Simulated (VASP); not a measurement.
# PbS (Cmcm) in VASP: a series of runs

Runs on PbS. Level: PBEsol. Tasks: single point.

Everything below comes from runs of VASP 6.6.1. Logs are shortened: lines on timing, memory, paths and dates and some standing lists are left out, and cuts for length are marked.

**1. The cell of the first run**

Symmetry: Cmcm, No. 63, orthorhombic system. Conventional cell: a = 4.123 Å, b = 11.875 Å, c = 4.241 Å, α = 90.00°, β = 90.00°, γ = 90.00°. Within 3.5 Å of Pb (site symmetry m2m) lie 5 S at 2.66 to 2.96 Å. S (site symmetry m2m) has 5 Pb at 2.66 to 2.96 Å within 3.5 Å.

**2. Single point, PBEsol**

Input file INCAR:

```
PREC     = Accurate       # precision mode
ENCUT    = 520            # plane-wave cutoff, eV
EDIFF    = 1E-6           # SCF threshold, eV
ISMEAR   = 0              # smearing method
SIGMA    = 0.01           # smearing width, eV
LREAL    = False          # projectors in reciprocal space
LASPH    = True           # aspherical terms in the spheres
NELM     = 60             # most SCF steps
ALGO     = Normal         # electronic algorithm
ISIF     = 2              # what is computed and relaxed
LWAVE    = False          # write WAVECAR
LCHARG   = False          # write CHGCAR
GGA      = PS             # functional
NBANDS   = 28             # bands
```

Input file KPOINTS:

```
Automatic mesh
0
Gamma
  6 6 6
```

Input file POSCAR:

```
PbS
1.0
    2.0612977081     -5.9375604999      0.0000000000
    2.0612977081      5.9375604999      0.0000000000
    0.0000000000      0.0000000000      4.2409393719
Pb S
2 2
Direct
    0.8694370000      0.1305630000      0.7500000000
    0.1305630000      0.8694370000      0.2500000000
    0.6452030000      0.3547970000      0.7500000000
    0.3547970000      0.6452030000      0.2500000000
```

Potentials or basis: VASP PAW PBE potentials, release 64 (Pb_d, S).

Command:

```sh
$ cat potpaw_PBE.64/Pb_d/POTCAR potpaw_PBE.64/S/POTCAR > POTCAR
$ mpirun -np 1 vasp_std > vasp.out
```

OUTCAR:

```text
PREC = Accurate
   ENCUT = 520
   EDIFF = 1E-6
   ISMEAR = 0
   LREAL = False
   LASPH = True
   NELM = 60
   ISIF = 2
   GGA = PS

 ion  position               nearest neighbor table
   1  0.869  0.131  0.750-   3 2.66   4 2.96   4 2.96   4 2.96   4 2.96   2 3.76   2 3.76   2 4.10
                             2 4.10   2 4.10   2 4.10
   2  0.131  0.869  0.250-   4 2.66   3 2.96   3 2.96   3 2.96   3 2.96   1 3.76   1 3.76   1 4.10
                             1 4.10   1 4.10   1 4.10
   3  0.645  0.355  0.750-   1 2.66   2 2.96   2 2.96   2 2.96   2 2.96
   4  0.355  0.645  0.250-   2 2.66   1 2.96   1 2.96   1 2.96   1 2.96

  LATTYP: Found a base centered orthorhombic cell.
 ALAT       =     4.1225954162
 B/A-ratio  =     2.8804963381
 C/A-ratio  =     1.0287061775

  Lattice vectors:

 A1 = (   2.0612977081,  -5.9375604999,   0.0000000000)
 A2 = (   2.0612977081,   5.9375604999,   0.0000000000)
 A3 = (   0.0000000000,   0.0000000000,   4.2409393719)

Analysis of symmetry for initial positions (statically):
=====================================================================
 Subroutine PRICEL returns:
 Original cell was already a primitive cell.

 Routine SETGRP: Setting up the symmetry group for a
 base centered orthorhombic supercell.

 Subroutine GETGRP returns: Found  8 space group operations
 (whereof  4 operations were pure point group operations)
 out of a pool of  8 trial point group operations.

The static configuration has the point symmetry C_2h.
 The point group associated with its full space group is D_2h.

Analysis of symmetry for dynamics (positions and initial velocities):
=====================================================================
 Subroutine PRICEL returns:
 Original cell was already a primitive cell.

 Routine SETGRP: Setting up the symmetry group for a
 base centered orthorhombic supercell.

 Subroutine GETGRP returns: Found  8 space group operations
 (whereof  4 operations were pure point group operations)
 out of a pool of  8 trial point group operations.

The dynamic configuration has the point symmetry C_2h.
 The point group associated with its full space group is D_2h.

 Subroutine INISYM returns: Found  8 space group operations
 (whereof  4 operations are pure point group operations),
 and found     1 'primitive' translations

----------------------------------------------------------------------------------------

                                     Primitive cell

  volume of cell :     103.8104

  direct lattice vectors                    reciprocal lattice vectors
     2.061297708 -5.937560500  0.000000000     0.242565641 -0.084209668  0.000000000
     2.061297708  5.937560500  0.000000000     0.242565641  0.084209668  0.000000000
     0.000000000  0.000000000  4.240939372     0.000000000  0.000000000  0.235796816

  length of vectors
     6.285186786  6.285186786  4.240939372     0.256767129  0.256767129  0.235796816

  position of ions in fractional coordinates (direct lattice)
     0.869437000  0.130563000  0.750000000
     0.130563000  0.869437000  0.250000000
     0.645203000  0.354797000  0.750000000
     0.354797000  0.645203000  0.250000000

  ion indices of the primitive-cell ions
   primitive index   ion index
                 1           1
                 2           2
                 3           3
                 4           4

----------------------------------------------------------------------------------------

 KPOINTS: Automatic mesh

Automatic generation of k-mesh.
 Grid dimensions read from file:
 generate k-points for:    6    6    6

 Generating k-lattice:

  Cartesian coordinates                     Fractional coordinates (reciprocal lattice)
     0.040427607 -0.014034945  0.000000000     0.166666667  0.000000000  0.000000000
     0.040427607  0.014034945  0.000000000     0.000000000  0.166666667  0.000000000
     0.000000000  0.000000000  0.039299469     0.000000000  0.000000000  0.166666667

  Length of vectors
     0.042794521  0.042794521  0.039299469

  Shift w.r.t. Gamma in fractional coordinates (k-lattice)
     0.000000000  0.000000000  0.000000000

 Subroutine IBZKPT returns following result:
 ===========================================

 Found     52 irreducible k-points:

 Following reciprocal coordinates:
            Coordinates               Weight
  0.000000  0.000000  0.000000      1.000000
  0.166667  0.000000  0.000000      4.000000
  0.333333  0.000000  0.000000      4.000000
  0.500000  0.000000  0.000000      2.000000
  0.166667  0.166667  0.000000      2.000000
  0.333333  0.166667  0.000000      4.000000
[... 16 lines left out ...]
  0.333333  0.333333  0.166667      4.000000
  0.500000  0.333333  0.166667      8.000000
 [... further k-points ...]
   k-points           NKPTS =     52   k-points in BZ     NKDIM =     52   number of bands    NBANDS=     28
   number of dos      NEDOS =    301   number of ions     NIONS =      4
   total plane-waves  NPLWV =  73728
   dimension x,y,z NGX =    48 NGY =   48 NGZ =   32
   dimension x,y,z NGXF=    96 NGYF=   96 NGZF=   64
   ions per type =               2   2
   NGX,Y,Z   is equivalent  to a cutoff of  12.70, 12.70, 12.54 a.u.
   NGXF,Y,Z  is equivalent  to a cutoff of  25.39, 25.39, 25.09 a.u.
 SYSTEM =  unknown system
   PREC   = accura    normal or accurate (medium, high low for compatibility)
   ISTART =      0    job   : 0-new  1-cont  2-samecut
   ICHARG =      2    charge: 1-file 2-atom 10-const
   ISPIN  =      1    spin polarized calculation?
   LNONCOLLINEAR =      F non collinear calculations
   LSORBIT =      F    spin-orbit coupling
   LASPH  =      T    aspherical Exc in radial PAW
   ENCUT  =  520.0 eV  38.22 Ry    6.18 a.u.  11.69 11.69  7.89*2*pi/ulx,y,z
   NELM   =     60;   NELMIN=  2; NELMDL= -5     # of ELM steps
   EDIFF  = 0.1E-05   stopping-criterion for ELM
   LREAL  =      F    real-space projection
   EDIFFG = 0.1E-04   stopping-criterion for IOM
   NSW    =      0    number of steps for IOM
   IBRION =     -1    ionic relax: 0-MD 1-quasi-New 2-CG
   NFREE  =      0    steps in history (QN), initial steepest desc. (CG)
   ISIF   =      2    stress and relaxation
   ISYM   =      2    0-nonsym 1-usesym 2-fastsym
   POTIM  = 0.5000    time-step for ionic-motion
   TEBEG  =    0.0;   TEEND  =   0.0 temperature during run
   PSTRESS=    0.0 pullay stress
   NELECT =      40.0000    total number of electrons
   NUPDOWN=      -1.0000    fix difference up-down
   EMIN   =  10.00;   EMAX   =-10.00  energy-range for DOS
   EFERMI =   0.00;   METHOD = LEGACY
   ISMEAR =     0;   SIGMA  =   0.01  broadening in eV -4-tet -1-fermi 0-gaus
   EFERMI_NEDOS =   21; number of points for ismear=-14 and -15
   IALGO  =     38    algorithm
   IMIX   =      4    mixing-type and parameters
     AMIX     =   0.40;   BMIX     =  1.00
     AMIX_MAG =   1.60;   BMIX_MAG =  1.00
  volume/ion in A,a.u.               =      25.95       175.14
  Fermi-wavevector in a.u.,A,eV,Ry     =   1.191282  2.251196 19.308744  1.419153
  Thomas-Fermi vector in A             =   2.327347
   LORBIT       =      0    0 simple, 1 ext, 2 COOP (PROOUT), +10 PAW based schemes
   GGA     = PS    functional components
   LHFCALC =     F    Hartree Fock is set to
   AEXX    =    0.0000 exact exchange contribution
   IVDW    =     0    specifies the selected vdW correction
   LEPSILON=     F    determine dielectric tensor
   LRPA    =     F    only Hartree local field effects (RPA)
 non-spin polarized calculation
 Gauss-broadening in eV      SIGMA  =   0.01
  energy-cutoff  :      520.00
  volume of cell :      103.81
 maximum number of plane-waves:      2820
   NGX = 23   NGY = 23   NGZ = 15

 number of electron      40.0000002 magnetization

 Free energy of the ion-electron system (eV)
  ---------------------------------------------------
  ext. energy  EPLUGINS =         0.00000000
  ---------------------------------------------------
  free energy    TOTEN  =       -18.76843935 eV

  energy without entropy =      -18.76843935  energy(sigma->0) =      -18.76843935

 E-fermi :   5.1425     XC(G=0):  -9.9077

 val. band max:        5.1004662914   @ k =   0.5000   0.5000   0.3333
 cond. band min:       6.1718596488   @ k =   0.5000   0.5000   0.0000
 fundamental gap:      1.0713933574
 Fermi energy:         5.1425345178

 k-point     1 :       0.0000    0.0000    0.0000
  band No.  band energies     occupation
      1     -11.2500      2.00000
      2     -11.1283      2.00000
      3     -11.1168      2.00000
      4     -11.1154      2.00000
      5     -11.0783      2.00000
      6     -11.0734      2.00000
[... 20 lines left out ...]
     27      11.2754      0.00000
     28      11.9931      0.00000

 k-point     2 :       0.1667    0.0000    0.0000
  band No.  band energies     occupation
      1     -11.2310      2.00000
      2     -11.1208      2.00000
      3     -11.1135      2.00000
      4     -11.1013      2.00000
      5     -11.0831      2.00000
      6     -11.0809      2.00000
[... 20 lines left out ...]
     27      11.4870      0.00000
     28      12.5186      0.00000

 k-point     3 :       0.3333    0.0000    0.0000
  band No.  band energies     occupation
      1     -11.1878      2.00000
      2     -11.1183      2.00000
      3     -11.1144      2.00000
      4     -11.1030      2.00000
      5     -11.0843      2.00000
      6     -11.0802      2.00000
[... 20 lines left out ...]
     27      12.9190      0.00000
     28      12.9999      0.00000

 k-point     4 :       0.5000    0.0000    0.0000
  band No.  band energies     occupation
      1     -11.1497      2.00000
      2     -11.1396      2.00000
      3     -11.1167      2.00000
      4     -11.1141      2.00000
      5     -11.0865      2.00000
      6     -11.0768      2.00000
[... 20 lines left out ...]
     27      12.9512      0.00000
     28      14.1629      0.00000

 k-point     5 :       0.1667    0.1667    0.0000
  band No.  band energies     occupation
      1     -11.1905      2.00000
      2     -11.1195      2.00000
      3     -11.1155      2.00000
      4     -11.0969      2.00000
      5     -11.0814      2.00000
      6     -11.0790      2.00000
[... 20 lines left out ...]
     27      12.7900      0.00000
     28      12.9611      0.00000

 k-point     6 :       0.3333    0.1667    0.0000
  band No.  band energies     occupation
      1     -11.1500      2.00000
      2     -11.1394      2.00000
      3     -11.1235      2.00000
      4     -11.1046      2.00000
      5     -11.0859      2.00000
      6     -11.0727      2.00000
[... 463 lines left out ...]
      5     -11.0859      2.00000
      6     -11.0785      2.00000
[... 20 lines left out ...]
     27      12.5164      0.00000
     28      13.0471      0.00000

 k-point    22 :      -0.1667    0.1667    0.1667
  band No.  band energies     occupation
      1     -11.2294      2.00000
      2     -11.1291      2.00000
      3     -11.1157      2.00000
      4     -11.0944      2.00000
      5     -11.0892      2.00000
      6     -11.0754      2.00000
[... 20 lines left out ...]
     27      11.1254      0.00000
     28      12.6424      0.00000

 k-point    23 :       0.3333    0.3333    0.1667
  band No.  band energies     occupation
      1     -11.1900      2.00000
      2     -11.1425      2.00000
      3     -11.1147      2.00000
      4     -11.0945      2.00000
      5     -11.0815      2.00000
      6     -11.0784      2.00000
[... 20 lines left out ...]
     27      12.0531      0.00000
     28      13.0098      0.00000

 k-point    24 :       0.5000    0.3333    0.1667
  band No.  band energies     occupation
      1     -11.2149      2.00000
      2     -11.1175      2.00000
      3     -11.1033      2.00000
      4     -11.0995      2.00000
      5     -11.0841      2.00000
      6     -11.0775      2.00000
[... 20 lines left out ...]
     27      12.2862      0.00000
     28      12.8483      0.00000

 [... further k-points ...]

------------------------ aborting loop because EDIFF is reached ----------------------------------------

  FORCE on cell =-STRESS in cart. coord.  units (eV):
  Direction    XX          YY          ZZ          XY          YZ          ZX
  --------------------------------------------------------------------------------------
  -------------------------------------------------------------------------------------
  Total       -0.3788869     -0.0848773     -0.4878692      0.0000000      0.0000000      0.0000000
  in kB       -5.8476230     -1.3099706     -7.5296223      0.0000000      0.0000000      0.0000000
  external PRESSURE =      -4.8957387 kB  Pullay stress =       0.0000000 kB

 VOLUME and BASIS-vectors are now :
 -----------------------------------------------------------------------------
  energy-cutoff  :      520.00
  volume of cell :      103.81
      direct lattice vectors                 reciprocal lattice vectors
     2.061297708 -5.937560500  0.000000000     0.242565641 -0.084209668  0.000000000
     2.061297708  5.937560500  0.000000000     0.242565641  0.084209668  0.000000000
     0.000000000  0.000000000  4.240939372     0.000000000  0.000000000  0.235796816

 POSITION                                       TOTAL-FORCE (eV/Angst)
 -----------------------------------------------------------------------------------
      2.06130     -4.38711      3.18070         0.000000     -0.131984      0.000000
      2.06130      4.38711      1.06023         0.000000      0.131984      0.000000
      2.06130     -1.72430      3.18070         0.000000      0.127587     -0.000000
      2.06130      1.72430      1.06023         0.000000     -0.127587      0.000000
 -----------------------------------------------------------------------------------
    total drift:                               -0.000000     -0.000000      0.000000

  FREE ENERGIE OF THE ION-ELECTRON SYSTEM (eV)
  ---------------------------------------------------
  free  energy   TOTEN  =       -18.7684393518 eV

  energy  without entropy=      -18.7684393518  energy(sigma->0) =      -18.76843935
```

It took 82 s on 1 thread of AMD EPYC 9R45 (Zen 5), shared host; peak memory 0.29 GiB.

What came out:

| Item | Value |
| --- | --- |
| Free energy | -18.7684 eV |
| Pressure | -0.5 GPa |
| Largest force | 0.132 eV/Å |
| Band gap on the k mesh | 1.07 eV (least direct gap 1.29 eV) |

Forces on the atoms (eV/Å):
```
Pb   0.000 -0.132  0.000
Pb   0.000  0.132  0.000
S    0.000  0.128  0.000
S    0.000 -0.128  0.000
```

Stress tensor (GPa, compression positive):
```
-0.58  0.00  0.00
 0.00 -0.13  0.00
 0.00  0.00 -0.75
```

Caveat: the PAW data sets were made with another functional, which shifts forces and pressure a little; spin-orbit coupling is left out, which moves the levels of the heavy elements.

[end of part 1 of 2]
